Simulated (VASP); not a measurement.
A run of VASP 6.6.1:

File INCAR:

```
ALGO     = Normal         # electronic algorithm
EDIFF    = 1E-6           # SCF threshold, eV
ENCUT    = 500            # plane-wave cutoff, eV
GGA      = PE             # functional
GGA_COMPAT= F            
ISIF     = 2              # what is computed and relaxed
ISMEAR   = 0              # smearing method
LASPH    = T              # aspherical terms in the spheres
LCHARG   = F              # write CHGCAR
LMAXMIX  = 6              # l up to which the mixer works
LREAL    = F              # projectors in reciprocal space
LWAVE    = F              # write WAVECAR
NBANDS   = 29             # bands
NELM     = 200            # most SCF steps
PREC     = Accurate       # precision mode
SIGMA    = 0.2            # smearing width, eV
```

File KPOINTS:

```
k-points
0
Gamma
  5 5 4
```

The input POSCAR:

```
NdHf
1.0
    5.3156797200     -0.0000000031      0.0000000000
   -2.6578398573      4.6035136775      0.0000000000
    0.0000000000      0.0000000000      5.9792529321
Nd Hf
2 2
Direct
    0.3333333333      0.6666666667      0.5000000000
    0.6666666667      0.3333333333      0.5000000000
    0.3333333333      0.6666666667      0.0000000000
    0.6666666667      0.3333333333      0.0000000000
```

Potentials or basis: VASP PAW PBE potentials, release 64 (Nd_3, Hf_pv), 4f in core.

The run is started by

```bash
$ cat potpaw_PBE.64/Nd_3/POTCAR potpaw_PBE.64/Hf_pv/POTCAR > POTCAR
$ mpirun -np 1 vasp_std > vasp.out
```

Hardware: 1 thread of AMD EPYC 7R13 Processor (Zen 3) (shared host).

**Question.** Estimate the wall time of this run.

**Answer.** Run time: 61 s on 1 thread of AMD EPYC 7R13 Processor (Zen 3), on a shared host, peak memory 0.24 GiB. Counts: scf iterations 16, k points 15.
